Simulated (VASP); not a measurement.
Here is a VASP 6.6.1 calculation.

File INCAR:

```
SYSTEM = TlCl
  PREC = Accurate
  ENCUT = 500
  EDIFF = 1E-6
  ISMEAR = 0
  SIGMA = 0.01
  LREAL = .False.
  LASPH = .True.
  NELM = 120
  ALGO = Normal
  ISIF = 2
  LWAVE = .False.
  LCHARG = .True.
  GGA = PE
  LELF = .True.
  LVHAR = .True.
  NBANDS = 17
  GGA_COMPAT = .False.
```

Contents of KPOINTS:

```
Automatic mesh
0
Gamma
  6 6 6
  0 0 0
```

POSCAR

```
TlCl
1.0
    3.8998656071      0.0000000000      0.0000000000
    0.0000000000      3.8998656071      0.0000000000
    0.0000000000      0.0000000000      3.8998656071
Tl Cl
1 1
Direct
    0.0000000000      0.0000000000      0.0000000000
    0.5000000000      0.5000000000      0.5000000000
```

Potentials or basis: VASP PAW PBE potentials, release 64 (Tl_d, Cl).

The run is started by

```sh
$ cat potpaw_PBE.64/Tl_d/POTCAR potpaw_PBE.64/Cl/POTCAR > POTCAR
$ mpirun -np 1 vasp_std > vasp.out
```

Q: Estimate the pressure.

A: -0.1 GPa.

Q: What does it give for the band gap on the k mesh?

A: 2.20 eV, direct.

Caveat: spin-orbit coupling is left out, which moves the levels of the heavy elements. PBE gaps usually lie below the measured ones, often by a third to a half.
